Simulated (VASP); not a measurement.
# HfH8 (P-62m) in VASP: notebook, part 2 of 2

VASP 6.6.1. Earlier steps stand in the parts before.

### 4 Relaxation of cell and atoms, PBE

This run uses another cell than the first one, of 7.72 Å³/atom.

The input, INCAR:

```
SYSTEM = HfH8
PREC = Accurate
ENCUT = 500
EDIFF = 1E-7
ISMEAR = 0
SIGMA = 0.1
LREAL = .FALSE.
LASPH = .TRUE.
NELM = 120
ALGO = Normal
ISIF = 3
LWAVE = .FALSE.
LCHARG = .FALSE.
GGA = PE
IBRION = 2
NSW = 90
EDIFFG = -0.04
GGA_COMPAT = .FALSE.
NELMIN = 4
```

The input, KPOINTS:

```
Automatic mesh
0
G
  6 6 4
  0 0 0
```

The input, POSCAR:

```
HfH8
1.0
    3.7665371500      0.0000000000      0.0000000000
   -1.8832685800      3.2619168600      0.0000000000
    0.0000000000      0.0000000000      5.6556795000
Hf H
1 8
Direct
    0.0000000000      0.0000000000      0.5000000000
    0.5173141200      0.6693063600      0.0000000000
    0.3306936400      0.8480077600      0.0000000000
    0.1519922400      0.4826858800      0.0000000000
    0.6693063600      0.5173141200      0.0000000000
    0.8480077600      0.3306936400      0.0000000000
    0.4826858800      0.1519922400      0.0000000000
    0.3333333300      0.6666666700      0.5000000000
    0.6666666700      0.3333333300      0.5000000000
```

Potentials or basis: VASP PAW PBE potentials, release 64 (Hf_pv, H).

The run is started by

```sh
> cat potpaw_PBE.64/Hf_pv/POTCAR potpaw_PBE.64/H/POTCAR > POTCAR
> mpirun -np 1 vasp_std > vasp.out
```

OUTCAR:

```text
SYSTEM = HfH8
   PREC = Accurate
   ENCUT = 500
   EDIFF = 1E-7
   ISMEAR = 0
   LREAL = .FALSE.
   LASPH = .TRUE.
   NELM = 120
   ISIF = 3
   GGA = PE
   IBRION = 2
   NSW = 90
   EDIFFG = -0.04
   NELMIN = 4

 ion  position               nearest neighbor table
   1  0.000  0.000  0.500-   8 2.17   9 2.17   9 2.17   8 2.17   9 2.17   8 2.17
   2  0.517  0.669  0.000-
   3  0.331  0.848  0.000-
   4  0.152  0.483  0.000-
   5  0.669  0.517  0.000-
   6  0.848  0.331  0.000-
   7  0.483  0.152  0.000-
   8  0.333  0.667  0.500-   1 2.17   1 2.17   1 2.17
   9  0.667  0.333  0.500-   1 2.17   1 2.17   1 2.17

  LATTYP: Found a hexagonal cell.
 ALAT       =     3.7665371500
 C/A-ratio  =     1.5015594629

  Lattice vectors:

 A1 = (   3.7665371500,   0.0000000000,   0.0000000000)
 A2 = (  -1.8832685800,   3.2619168600,   0.0000000000)
 A3 = (   0.0000000000,   0.0000000000,   5.6556795000)

Analysis of symmetry for initial positions (statically):
=====================================================================
 Subroutine PRICEL returns:
 Original cell was already a primitive cell.

 Routine SETGRP: Setting up the symmetry group for a
[... 185 lines left out ...]
  Direction    XX          YY          ZZ          XY          YZ          ZX
  --------------------------------------------------------------------------------------
  -------------------------------------------------------------------------------------
  Total       -5.7528106     -5.7528106     -0.8649412      0.0000000     -0.0000000     -0.0000000
  in kB     -132.6449504   -132.6449507    -19.9433087      0.0000002     -0.0000000     -0.0000000
  external PRESSURE =     -95.0777366 kB  Pullay stress =       0.0000000 kB
[... 110 lines left out ...]
  FREE ENERGIE OF THE ION-ELECTRON SYSTEM (eV)
  ---------------------------------------------------
  free  energy   TOTEN  =       -33.4308152745 eV

  energy  without entropy=      -33.4188311863  energy(sigma->0) =      -33.42482323

[... ionic steps 4 to 11 ...]

--------------------------------------- Ionic step       12  -------------------------------------------

 number of electron      17.9999996 magnetization

------------------------ aborting loop because EDIFF is reached ----------------------------------------
[... 81 lines left out ...]
--------------------------------------- Ionic step       14  -------------------------------------------

 number of electron      17.9999998 magnetization

 Free energy of the ion-electron system (eV)
  ---------------------------------------------------
  ext. energy  EPLUGINS =         0.00000000
  ---------------------------------------------------
  free energy    TOTEN  =       -34.19815590 eV

  energy without entropy =      -34.18706399  energy(sigma->0) =      -34.19260994

 E-fermi :   1.9953     XC(G=0):  -9.2230

 val. band max:        1.9542495682   @ k =   0.3333  -0.0000   0.5000
 cond. band min:       2.0145620460   @ k =   0.3333  -0.0000   0.5000
 fundamental gap:      0.0603124778
 Fermi energy:         1.9952764875

 k-point     1 :       0.0000    0.0000    0.0000
  band No.  band energies     occupation
      1     -30.0566      2.00000
      2     -29.8270      2.00000
      3     -29.8270      2.00000
      4     -10.7641      2.00000
      5      -6.9401      2.00000
      6      -1.8196      2.00000
      7      -1.8196      2.00000
      8       1.4568      2.00000
      9       1.7996      1.99434
     10       1.9493      1.48399
     11       1.9493      1.48398
     12       2.7876      0.00000
     13       4.2335      0.00000
     14       4.2335      0.00000
[... 374 lines left out ...]
  FREE ENERGIE OF THE ION-ELECTRON SYSTEM (eV)
  ---------------------------------------------------
  free  energy   TOTEN  =       -34.1981558995 eV

  energy  without entropy=      -34.1870639864  energy(sigma->0) =      -34.19260994

 reached required accuracy - stopping structural energy minimisation
```

OSZICAR:

```text
N       E                     dE             d eps       ncg     rms          rms(c)
DAV:   1     0.252946779527E+02    0.25295E+02   -0.89067E+03   588   0.109E+03
DAV:   2    -0.325329867495E+02   -0.57828E+02   -0.55422E+02   738   0.206E+02
DAV:   3    -0.352085540364E+02   -0.26756E+01   -0.26609E+01   804   0.364E+01
[... 124 lines left out ...]
DAV:   3    -0.341981714392E+02    0.35039E-03   -0.13634E-03   636   0.206E-01    0.164E-01
DAV:   4    -0.341981653237E+02    0.61156E-05   -0.33678E-05   766   0.438E-02    0.140E-01
DAV:   5    -0.341981553878E+02    0.99359E-05   -0.23958E-05   738   0.249E-02    0.322E-02
DAV:   6    -0.341981558118E+02   -0.42406E-06   -0.14796E-06   744   0.761E-03    0.108E-02
DAV:   7    -0.341981558995E+02   -0.87632E-07   -0.60794E-08   396   0.197E-03
  14 F= -.34198156E+02 E0= -.34192610E+02  d E =-.340649E-02
```

CONTCAR:

```text
HfH8
   1.00000000000000
     3.5966771684390340    0.0000000002603516   -0.0000000000000000
    -1.7983385887685603    3.1148138002372940    0.0000000000000000
    -0.0000000000000000   -0.0000000000000000    5.7688919461028183
  Hf              H
     1     8
Direct
     0.0000000000000000    1.0000000000000000    0.5000000000000000
     0.6200474633813610    0.7400897143442113    0.0000000000000000
     0.2599102856537178    0.8799577490378988    0.0000000000000000
     0.1200422509649213    0.3799525366178895    0.0000000000000000
     0.7400897143466759    0.6200474633842379    0.0000000000000000
     0.8799577490350223    0.2599102856533054    0.0000000000000000
     0.3799525366183018    0.1200422509624568    1.0000000000000000
     0.3333333300000021    0.6666666699999979    0.5000000000000000
     0.6666666699999979    0.3333333300000021    0.5000000000000000

  0.00000000E+00  0.00000000E+00  0.00000000E+00
  0.00000000E+00  0.00000000E+00  0.00000000E+00
  0.00000000E+00  0.00000000E+00  0.00000000E+00
  0.00000000E+00  0.00000000E+00  0.00000000E+00
  0.00000000E+00  0.00000000E+00  0.00000000E+00
  0.00000000E+00  0.00000000E+00  0.00000000E+00
  0.00000000E+00  0.00000000E+00  0.00000000E+00
  0.00000000E+00  0.00000000E+00  0.00000000E+00
  0.00000000E+00  0.00000000E+00  0.00000000E+00
```

Run time: 1.7 min. Hardware: 1 thread of AMD EPYC 9R45 (Zen 5), shared host; peak memory 0.17 GiB.

What came out:

```yaml
Free_energy: -34.1982 eV
Relaxed_volume: 7.18 Å³/atom
Relaxed_cell: a = 3.597 Å, b = 3.597 Å, c = 5.769 Å, α = 90.00°, β = 90.00°, γ = 120.00°
Space_group_after_relaxing_to_0.1_Å: P-62m (No. 189)
Energy_gained_by_relaxing: 258.1 meV/atom
Ionic_steps: 14
Pressure_after_relaxing: -0.4 GPa
Largest_force_after_relaxing: 0.026 eV/Å
Band_gap_on_the_k_mesh: zero (bands 9 and 10 overlap by 0.48 eV)
```

Forces on the atoms (eV/Å):
```
Hf   0.000  0.000  0.000
H   -0.023 -0.012  0.000
H    0.021 -0.014  0.000
H    0.001  0.025  0.000
H    0.001 -0.025  0.000
H   -0.023  0.012  0.000
H    0.021  0.014  0.000
H    0.000  0.000  0.000
H    0.000  0.000  0.000
```

Stress tensor (GPa, compression positive):
```
-0.57  0.00  0.00
 0.00 -0.57  0.00
 0.00  0.00 -0.13
```

Step by step:
```tsv
step	energy change (eV)	largest force (eV/Å)	pressure (GPa)	volume (Å³)
1	0.0000	2.3999	-9.51	69.49
2	-1.5550	0.7405	0.63	64.96
3	-1.5559	0.7604	1.02	64.87
4	-1.7174	0.8067	0.98	64.88
5	-2.0784	1.2527	1.29	64.91
6	-1.9135	2.9694	4.71	64.93
7	-2.1780	1.7200	1.96	64.92
8	-2.2450	1.2073	1.09	64.99
9	-2.3188	0.1300	-0.81	65.17
10	-2.3198	0.0156	-1.01	65.20
11	-2.3198	0.0134	-1.07	65.20
12	-2.3203	0.0115	-1.00	65.14
13	-2.3216	0.0112	-0.81	64.97
14	-2.3232	0.0255	-0.42	64.63
```

Final structure:
```
CELL_PARAMETERS angstrom
3.59668 0.00000 0.00000
-1.79834 3.11481 0.00000
0.00000 0.00000 5.76889
ATOMIC_POSITIONS crystal
Hf 0.00000 0.00000 0.50000
H 0.62005 0.74009 0.00000
H 0.25991 0.87996 0.00000
H 0.12004 0.37995 0.00000
H 0.74009 0.62005 0.00000
H 0.87996 0.25991 0.00000
H 0.37995 0.12004 0.00000
H 0.33333 0.66667 0.50000
H 0.66667 0.33333 0.50000
```

Caveat: spin-orbit coupling is left out, which moves the levels of the heavy elements.

### 5 Single point, PBE

This run uses another cell than the first one, of 7.33 Å³/atom.

The input, INCAR:

```
SYSTEM = HfH8
PREC = Accurate
ENCUT = 500
EDIFF = 1E-6
ISMEAR = 0
SIGMA = 0.1
LREAL = .FALSE.
LASPH = .TRUE.
NELM = 120
ALGO = Normal
ISIF = 2
LWAVE = .FALSE.
LCHARG = .FALSE.
GGA = PE
NBANDS = 19
GGA_COMPAT = .FALSE.
```

The input, KPOINTS:

```
Automatic mesh
0
G
  12 12 8
  0 0 0
```

The input, POSCAR:

```
HfH8
1.0
    3.5884014576      0.0000000000      0.0000000000
   -1.7942007288      3.1076468213      0.0000000000
    0.0000000000      0.0000000000      5.9174765785
Hf H
1 8
Direct
    0.0000000000      0.0000000000      0.5000000000
    0.6179742997      0.7381779532      0.0000000000
    0.2618220468      0.8797963464      0.0000000000
    0.1202036536      0.3820257003      0.0000000000
    0.7381779532      0.6179742997      0.0000000000
    0.8797963464      0.2618220468      0.0000000000
    0.3820257003      0.1202036536      0.0000000000
    0.3333333333      0.6666666667      0.5000000000
    0.6666666667      0.3333333333      0.5000000000
```

The run is started by

```sh
> cat potpaw_PBE.64/Hf_pv/POTCAR potpaw_PBE.64/H/POTCAR > POTCAR
> mpirun -np 1 vasp_std > vasp.out
```

Wall time 58 s (1 thread of AMD EPYC 9R45 (Zen 5), shared host); peak memory 0.22 GiB.

Results (log left out):

| Item | Value |
| --- | --- |
| Free energy | -34.2257 eV |
| Pressure | -0.6 GPa |
| Largest force | 0.004 eV/Å |
| Band gap on the k mesh | zero (bands 9 and 10 overlap by 0.50 eV) |

Forces in eV/Å, atoms in the order of the input:
```
Hf   0.000  0.000  0.000
H    0.004 -0.002  0.000
H   -0.001  0.004  0.000
H   -0.003 -0.003  0.000
H   -0.003  0.003  0.000
H    0.004  0.002  0.000
H   -0.001 -0.004  0.000
H    0.000  0.000  0.000
H    0.000  0.000  0.000
```

Stress tensor (GPa, compression positive):
```
-0.67  0.00  0.00
 0.00 -0.67  0.00
 0.00  0.00 -0.41
```

Levels at points of the mesh, in eV from the Fermi level:
| k point | band 5 | band 6 | band 7 | band 8 | band 9 | band 10 | band 11 | band 12 | band 13 | band 14 |
| --- | --- | --- | --- | --- | --- | --- | --- | --- | --- | --- |
| (0.00, 0.00, 0.00) | -9.03 | -3.62 | -3.62 | -0.54 | -0.23 | -0.07 | -0.07 | 0.66 | 2.26 | 2.26 |
| (0.50, 0.00, 0.00) | -9.15 | -6.10 | -5.06 | -4.94 | -0.99 | 1.34 | 1.66 | 3.12 | 3.27 | 3.39 |
| (0.00, 0.00, 0.50) | -9.21 | -3.63 | -3.63 | -0.97 | -0.21 | -0.08 | -0.08 | 1.99 | 2.31 | 2.31 |
| (0.50, 0.00, 0.50) | -9.06 | -6.18 | -5.09 | -5.08 | -0.37 | 0.38 | 1.66 | 3.12 | 3.29 | 3.61 |

Caveat: spin-orbit coupling is left out, which moves the levels of the heavy elements.

### 6 Relaxation of cell and atoms, PBE

The input, INCAR:

```
SYSTEM = HfH8
  PREC = Accurate
  ENCUT = 500
  EDIFF = 1E-7
  ISMEAR = 0
  SIGMA = 0.1
  LREAL = .False.
  LASPH = .True.
  NELM = 120
  ALGO = Normal
  ISIF = 3
  LWAVE = .False.
  LCHARG = .False.
  GGA = PE
  IBRION = 2
  NSW = 100
  EDIFFG = -0.01
  GGA_COMPAT = .False.
  NELMIN = 4
```

The input, KPOINTS:

```
regular mesh
0
Gamma
  12 12 8
  0 0 0
```

The input, POSCAR:

```
HfH8
1.0
    3.5967565671      0.0000000000      0.0000000000
   -1.7983782836      3.1148825584      0.0000000000
    0.0000000000      0.0000000000      5.7647880934
Hf H
1 8
Direct
    0.0000000000      0.0000000000      0.5000000000
    0.6187689162      0.7389110341      0.0000000000
    0.2610889659      0.8798578821      0.0000000000
    0.1201421179      0.3812310838      0.0000000000
    0.7389110341      0.6187689162      0.0000000000
    0.8798578821      0.2610889659      0.0000000000
    0.3812310838      0.1201421179      0.0000000000
    0.3333333333      0.6666666667      0.5000000000
    0.6666666667      0.3333333333      0.5000000000
```

Potentials or basis: VASP PAW PBE potentials, release 64 (Hf_pv, H).

The run is started by

```sh
> cat potpaw_PBE.64/Hf_pv/POTCAR potpaw_PBE.64/H/POTCAR > POTCAR
> mpirun -np 1 vasp_std > vasp.out
```

Wall time 2.2 min (1 thread of AMD EPYC 9R45 (Zen 5), shared host); peak memory 0.2 GiB.

Results (log left out):

* Free energy: -34.2247 eV
* Relaxed volume: 7.10 Å³/atom
* Relaxed cell: a = 3.576 Å, b = 3.576 Å, c = 5.773 Å, α = 90.00°, β = 90.00°, γ = 120.00°
* Space group after relaxing (to 0.1 Å): P-62m (No. 189)
* Energy gained by relaxing: 0.3 meV/atom
* Ionic steps: 5
* Pressure after relaxing: 0.1 GPa
* Largest force after relaxing: 0.004 eV/Å
* Band gap on the k mesh: zero (bands 9 and 10 overlap by 0.54 eV)

Forces in eV/Å, atoms in the order of the input:
```
Hf   0.000  0.000  0.000
H   -0.001 -0.004  0.000
H    0.004  0.001  0.000
H   -0.003  0.002  0.000
H   -0.003 -0.002  0.000
H   -0.001  0.004  0.000
H    0.004 -0.001  0.000
H    0.000  0.000  0.000
H    0.000  0.000  0.000
```

Stress tensor (GPa, compression positive):
```
0.03 0.00 0.00
0.00 0.03 0.00
0.00 0.00 0.21
```

Step by step:
```csv
step,energy change (eV),largest force (eV/Å),pressure (GPa),volume (Å³)
1,0.0000,0.0126,-0.73,64.59
2,-0.0018,0.0772,-0.21,64.28
3,-0.0019,0.1133,0.01,64.15
4,-0.0028,0.0406,0.06,64.02
5,-0.0029,0.0037,0.09,63.94
```

Final structure:
```cif
data_structure
_symmetry_space_group_name_H-M 'P 1'
_symmetry_Int_Tables_number 1
_cell_length_a 3.5762
_cell_length_b 3.5762
_cell_length_c 5.7730
_cell_angle_alpha 90.000
_cell_angle_beta 90.000
_cell_angle_gamma 120.000
_cell_volume 63.94
loop_
_atom_site_label
_atom_site_type_symbol
_atom_site_fract_x
_atom_site_fract_y
_atom_site_fract_z
_atom_site_occupancy
Hf1 Hf 0.00000 0.00000 0.50000 1
H1 H 0.61818 0.73890 0.00000 1
H2 H 0.26110 0.87928 0.00000 1
H3 H 0.12072 0.38182 0.00000 1
H4 H 0.73890 0.61818 0.00000 1
H5 H 0.87928 0.26110 0.00000 1
H6 H 0.38182 0.12072 0.00000 1
H7 H 0.33333 0.66667 0.50000 1
H8 H 0.66667 0.33333 0.50000 1
```

Levels at points of the mesh, in eV from the Fermi level:
```tsv
k point	band 5	band 6	band 7	band 8	band 9	band 10	band 11	band 12	band 13	band 14
(0.00, 0.00, 0.00)	-9.08	-3.74	-3.74	-0.59	-0.25	-0.09	-0.09	0.76	2.27	2.27
(0.50, 0.00, 0.00)	-9.38	-6.16	-5.19	-4.95	-1.06	1.38	1.65	3.15	3.17	3.37
(0.00, 0.00, 0.50)	-9.30	-3.75	-3.75	-1.02	-0.23	-0.10	-0.10	2.19	2.33	2.33
(0.50, 0.00, 0.50)	-9.27	-6.25	-5.23	-5.14	-0.34	0.33	1.62	3.15	3.18	3.66
```

Caveat: spin-orbit coupling is left out, which moves the levels of the heavy elements.

### 7 Summary

| task | cell | k mesh | gap on the mesh (eV) | pressure (GPa) | relaxed volume (Å³/atom) | largest force (eV/Å) |
| --- | --- | --- | --- | --- | --- | --- |
| single point | a = 3.597, b = 3.597, c = 5.765 Å, angles 90.0, 90.0, 120.0°, 9 atoms, atomic positions A | 6 × 6 × 4 | none | -0.5 | - | 0.01 |
| single point | a = 3.767, b = 3.767, c = 5.656 Å, angles 90.0, 90.0, 120.0°, 9 atoms, atomic positions B | 6 × 6 × 4 | none | -9.5 | - | 2.40 |
| relaxation of cell and atoms | relaxed from a = 3.767, b = 3.767, c = 5.656 Å, angles 90.0, 90.0, 120.0°, 9 atoms, atomic positions B | 6 × 6 × 4 | none | -0.4 | 7.18 | 0.03 |
| single point | a = 3.588, b = 3.588, c = 5.917 Å, angles 90.0, 90.0, 120.0°, 9 atoms, atomic positions C | 12 × 12 × 8 | none | -0.6 | - | - |
| relaxation of cell and atoms | relaxed from a = 3.597, b = 3.597, c = 5.765 Å, angles 90.0, 90.0, 120.0°, 9 atoms, atomic positions A | 12 × 12 × 8 | none | 0.1 | 7.10 | - |

Alike in all rows: level PBE; potentials or basis VASP PAW PBE potentials, release 64 (Hf_pv, H); no spin polarisation; cutoff (eV) 500; smearing gaussian 0.1 eV.

Caveats: spin-orbit coupling is left out, which moves the levels of the heavy elements; the stress differs along the axes, from -13 to -2 GPa (at least some runs); forces of over 1 eV/Å act on the atoms, so gaps and moduli don't describe the material at rest (at least some runs).

Absolute energies hang on the potentials; compare differences alone.

The gap in the log of VASP goes by the Fermi energy; the results here count the filled bands.